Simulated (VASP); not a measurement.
Here is a VASP 6.6.1 calculation.

The input INCAR:

```
PREC = Accurate ; ENCUT = 600
EDIFF = 1E-6 ; ISMEAR = 0
SIGMA = 0.1 ; LREAL = False
LASPH = True ; NELM = 80
ALGO = Normal ; ISIF = 3
LWAVE = False ; LCHARG = False
GGA = CA ; IBRION = 2
NSW = 100 ; EDIFFG = -0.002
```

File KPOINTS:

```
Automatic mesh
0
Gamma
  14 14 14
```

File POSCAR:

```
Ge
1.0
    0.0000000000      2.8287700000      2.8287700000
    2.8287700000      0.0000000000      2.8287700000
    2.8287700000      2.8287700000      0.0000000000
Ge
2
Direct
    0.5000000000      0.5000000000      0.5000000000
    0.7500000000      0.7500000000      0.7500000000
```

Potentials or basis: VASP PAW LDA potentials, release 64 (Ge_d).

Launch:

```console
$ cat potpaw_LDA.64/Ge_d/POTCAR > POTCAR
$ mpirun -np 1 vasp_std > vasp.out
```

Task: What does it give for the relaxed volume?

Result: 22.25 Å³/atom.

Task: What does it give for the band gap on the k mesh?

Result: 0.02 eV.

Task: Estimate the space group after relaxing (to 0.1 Å).

Result: Fd-3m (No. 227).

Task: What does it give for the relaxed cell?

Result: a = 3.977 Å, b = 3.977 Å, c = 3.977 Å, α = 60.00°, β = 60.00°, γ = 60.00°.

Final structure:
```cif
data_structure
_symmetry_space_group_name_H-M 'P 1'
_symmetry_Int_Tables_number 1
_cell_length_a 3.9774
_cell_length_b 3.9774
_cell_length_c 3.9774
_cell_angle_alpha 60.000
_cell_angle_beta 60.000
_cell_angle_gamma 60.000
_cell_volume 44.49
loop_
_atom_site_label
_atom_site_type_symbol
_atom_site_fract_x
_atom_site_fract_y
_atom_site_fract_z
_atom_site_occupancy
Ge1 Ge 0.50000 0.50000 0.50000 1
Ge2 Ge 0.75000 0.75000 0.75000 1
```

Caveat: the smearing spreads over this small gap; semilocal functionals underestimate gaps, and a narrow one can read as zero. Zero-point motion and thermal expansion aren't in these numbers.
